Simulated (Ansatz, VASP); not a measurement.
**Ta4Ge in VASP and in Ansatz**

```
Ta Ge
1.0
     5.41741    0.00000    0.00000
    -2.70871    4.69162    0.00000
     0.00000    0.00000    4.71626
Ta Ge
4 1
Direct
  0.50000 0.00000 0.50000
  0.00000 0.50000 0.50000
  0.50000 0.50000 0.50000
  0.00000 0.00000 0.00000
  0.00000 0.00000 0.50000
```

Alike in both runs: functional PBE; k mesh 4 × 4 × 3; occupations gaussian, width 0.2 eV; no spin polarisation.

Ansatz relaxed the structure, and its values are those at the end. VASP's run is a single point on that final structure, the one shown.

```csv
,VASP,Ansatz
version,VASP 6.6.1,Ansatz 0.2.0
potentials or method,"VASP PAW PBE potentials, release 64 (Ta_pv, Ge_d), cutoff 500 eV","scalar-relativistic, plane waves, PAW"
valence electrons in the cell,58,66
```

|  | VASP | Ansatz | Ansatz less VASP |
| --- | --- | --- | --- |
| gap on the k mesh at the Fermi level (eV) | none | none | - |
| pressure (GPa) | 0.3 | 0.3 | -0.06 |

A gap of «none» marks a metal or a gap that the smearing closes. VASP's potentials hold 58 valence electrons a cell and Ansatz's 66, so a difference there can come from the potentials and not from the codes.

The k mesh is coarse, so the values compare programs but aren't converged. Neither program's run includes spin-orbit coupling.
